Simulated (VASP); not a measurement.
Write the native input for VASP 6.6.1 that does the following.

| Item | Value |
| --- | --- |
| Task | single point |
| Functional | PBE |
| Potentials or basis | VASP PAW PBE potentials, release 64 (Y_sv) |
| Cutoff | 520 eV |
| k mesh | 6 × 6 × 4 |
| Occupations | fermi-dirac, width 0.1 eV |
| Spin | no spin polarisation |
| Dipole correction | no |
| Further INCAR settings | ALGO = Normal; EDIFF = 1e-06; NBANDS = 18 |

The structure of Y lies in POSCAR:

```
Y
1.0
    3.6535431712      0.0000000000      0.0000000000
   -1.8267715856      3.1640612001      0.0000000000
    0.0000000000      0.0000000000      5.6988610241
Y
2
Direct
    0.3333333333      0.6666666667      0.2500000000
    0.6666666667      0.3333333333      0.7500000000
```

These files were run (other wordings do the same):

INCAR

```
SYSTEM = Y
ALGO = Normal ; EDIFF = 1E-6
ENCUT = 520 ; GGA = PE
ISIF = 2 ; ISMEAR = -1
LASPH = .TRUE. ; LCHARG = .TRUE.
LELF = .TRUE. ; LREAL = .FALSE.
LVHAR = .TRUE. ; LWAVE = .FALSE.
NBANDS = 18 ; NELM = 60
PREC = Accurate ; SIGMA = 0.1
```

KPOINTS

```
k-points
0
G
  6 6 4
  0 0 0
```

Potentials or basis: VASP PAW PBE potentials, release 64 (Y_sv).

Launch:

```sh
$ cat potpaw_PBE.64/Y_sv/POTCAR > POTCAR
$ mpirun -np 1 vasp_std > vasp.out
```

Results of the run:

```json
{"Pressure": "-0.1 GPa", "Band gap on the k mesh": "zero (bands 11 and 12 overlap by 1.43 eV)"}
```

Run time: 96 s on 1 thread of Intel Xeon 8259CL, on a shared host, peak memory 0.19 GiB.
